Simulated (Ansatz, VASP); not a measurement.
**One calculation of TiO2, two programs**

```
CELL_PARAMETERS angstrom
1.50404 -2.60507 0.00000
1.50404 0.86836 4.88630
-4.51211 -2.60507 0.00000
ATOMIC_POSITIONS crystal
Ti 0.50000 0.00000 0.50000
Ti 0.00000 0.00000 0.00000
O 0.50000 0.80496 0.10165
O 0.00000 0.80496 0.60165
O 0.50000 0.19504 0.89835
O 0.00000 0.19504 0.39835
```

Alike in both runs: task single point; functional PBE; dispersion D3(BJ); k mesh 8 × 6 × 6; occupations gaussian, width 0.05 eV; no spin polarisation; Hubbard terms Ti d U = 4.0 eV.

|  | VASP | Ansatz |
| --- | --- | --- |
| version | VASP 6.6.1 | Ansatz 0.2.0 |
| potentials or method | VASP PAW PBE potentials, release 64 (Ti_sv, O_h), cutoff 910 eV | scalar-relativistic, plane waves, PAW |
| valence electrons in the cell | 48 | 48 |

|  | VASP | Ansatz | Ansatz less VASP |
| --- | --- | --- | --- |
| gap on the k mesh at the Fermi level (eV) | 2.99 | 2.91 | -0.088 |
| least direct gap on the mesh (eV) | 3.23 | 3.18 | -0.052 |
| rms of the force components (eV/Å) | 0.188 | 0.001 | -0.1870 |

The programs project onto different local orbitals, so the same U acts differently, and such runs can settle in different states. Atom by atom the forces differ by 0.187 eV/Å (rms over components).

Noted on VASP's run: the cutoff is under 1.25 times that of the potentials, so the pressure is a little rough.
